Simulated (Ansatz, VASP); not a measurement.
GePt: VASP beside Ansatz

```
Ge Pt
1.0
     5.69780    0.00000    0.00000
     0.00000    3.68316    0.00000
     0.00000    0.00000    6.04744
Ge Pt
4 4
Direct
  0.18544 0.25000 0.58840
  0.31456 0.75000 0.08840
  0.68544 0.25000 0.91160
  0.81456 0.75000 0.41160
  0.00083 0.25000 0.19154
  0.49917 0.75000 0.69154
  0.50083 0.25000 0.30846
  0.99917 0.75000 0.80846
```

Alike in both runs: functional LDA; k mesh 6 × 10 × 6; occupations fermi-dirac, width 0.15 eV; no spin polarisation.

Ansatz relaxed the structure, and its values are those at the end. VASP's run is a single point on that final structure, the one shown.

|  | VASP | Ansatz |
| --- | --- | --- |
| version | VASP 6.6.1 | Ansatz 0.2.0 |
| potentials or method | VASP PAW LDA potentials, release 64 (Ge_d, Pt), cutoff 520 eV | scalar-relativistic, plane waves, PAW |
| valence electrons in the cell | 96 | 128 |

|  | VASP | Ansatz | Ansatz less VASP |
| --- | --- | --- | --- |
| gap on the k mesh at the Fermi level (eV) | none | none | - |
| pressure (GPa) | 0.7 | 0.0 | -0.69 |
| rms of the force components (eV/Å) | 0.011 | 0.000 | -0.0111 |

LDA's correlation is that of Perdew and Zunger in VASP and of Perdew and Wang (1992) in Ansatz. A gap of «none» marks a metal or a gap that the smearing closes. VASP's potentials hold 96 valence electrons a cell and Ansatz's 128, so a difference there can come from the potentials and not from the codes.

Spin-orbit coupling is off throughout.
